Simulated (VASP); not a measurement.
SrO: relaxation of the atoms with LDA

The system is SrO.

```
Sr O
1.0
     0.01266    2.53853    2.53853
     2.53853    0.01266    2.53853
     2.53853    2.53853    0.01266
Sr O
1 1
Cartesian
  2.5449 2.5449 2.5449
  0.0000 0.0000 0.0000
```

This cell differs from its parent crystal: equal xy, yz and zx engineering shears of +0.5 %.

| Property | Result |
| --- | --- |
| Program | VASP 6.6.1 |
| Task | relaxation of the atoms |
| Functional | LDA |
| Potentials or basis | VASP PAW LDA potentials, release 64 (Sr_sv, O) |
| Cutoff | 520 eV |
| k mesh | 8 × 8 × 8 |
| Occupations | gaussian, width 0.01 eV |
| Spin | no spin polarisation |
| Dipole correction | no |
| Further INCAR settings | ALGO = Normal; EDIFF = 1e-06; IBRION = 2; EDIFFG = -0.002; NSW = 50 |

```
Pressure after relaxing : 0.8 GPa
Band gap on the k mesh  : 3.05 eV, indirect (least direct gap 3.10 eV)
```

Stress tensor (GPa, compression positive):
```
 0.85 -0.28 -0.28
-0.28  0.85 -0.28
-0.28 -0.28  0.85
```

Final structure:
```
Sr O
1.0
     0.01266    2.53853    2.53853
     2.53853    0.01266    2.53853
     2.53853    2.53853    0.01266
Sr O
1 1
Direct
  0.50000 0.50000 0.50000
  0.00000 0.00000 0.00000
```

Levels at points of the mesh, in eV from the valence-band top:
```tsv
k point	band 6	band 7	band 8	band 9	band 10	band 11
(0.00, 0.00, 0.00)	-0.02	0.00	0.00	4.13	6.13	6.23
(0.50, 0.00, 0.00)	-2.34	-1.29	-1.25	6.64	8.63	9.02
(0.50, 0.50, 0.00)	-0.34	-0.06	-0.05	3.05	8.11	10.48
(0.50, 0.50, 0.50)	-2.34	-1.24	-1.24	6.62	8.62	9.02
```

Wall time 47 s on 1 thread of Intel Xeon 8259CL (shared host), peak memory 0.16 GiB.

Caveat: the cell differs from its parent crystal (equal xy, yz and zx engineering shears of +0.5 %); the relaxation stopped at its first step, so nothing moved. A k mesh can miss the band edges.
